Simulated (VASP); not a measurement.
# Au: single point with PBEsol

Crystal: Au.

```
Au
1.0
     0.00000    2.06178    2.06178
     2.06178    0.00000    2.06178
     2.06178    2.06178    0.00000
Au
1
Direct
  0.00000 0.00000 0.00000
```

This cell differs from its parent crystal: volume scaled by 1.04.

| Quantity | Value |
| --- | --- |
| Program | VASP 6.6.1 |
| Task | single point |
| Functional | PBEsol |
| Potentials or basis | VASP PAW PBE potentials, release 64 (Au) |
| Cutoff | 520 eV |
| k mesh | 11 × 11 × 11 |
| Occupations | fermi-dirac, width 0.05 eV |
| Spin | no spin polarisation |
| Dipole correction | no |
| Further INCAR settings | ALGO = Normal; EDIFF = 1e-06; NBANDS = 12 |

* Pressure: -5.1 GPa

Levels at points of the mesh, in eV from the Fermi level:
| k point | band 2 | band 3 | band 4 | band 5 | band 6 | band 7 | band 8 | band 9 | band 10 | band 11 |
| --- | --- | --- | --- | --- | --- | --- | --- | --- | --- | --- |
| (0.00, 0.00, 0.00) | -4.57 | -4.57 | -4.57 | -3.11 | -3.11 | 14.50 | 18.32 | 18.32 | 18.32 | 23.10 |

Wall time 6.2 s on 1 thread of Intel(R) Xeon(R) Platinum 8488C (Sapphire Rapids), on a shared host, peak memory 0.14 GiB.

Caveat: the PAW data sets were made with another functional, which shifts forces and pressure a little; spin-orbit coupling is left out, which moves the levels of the heavy elements.
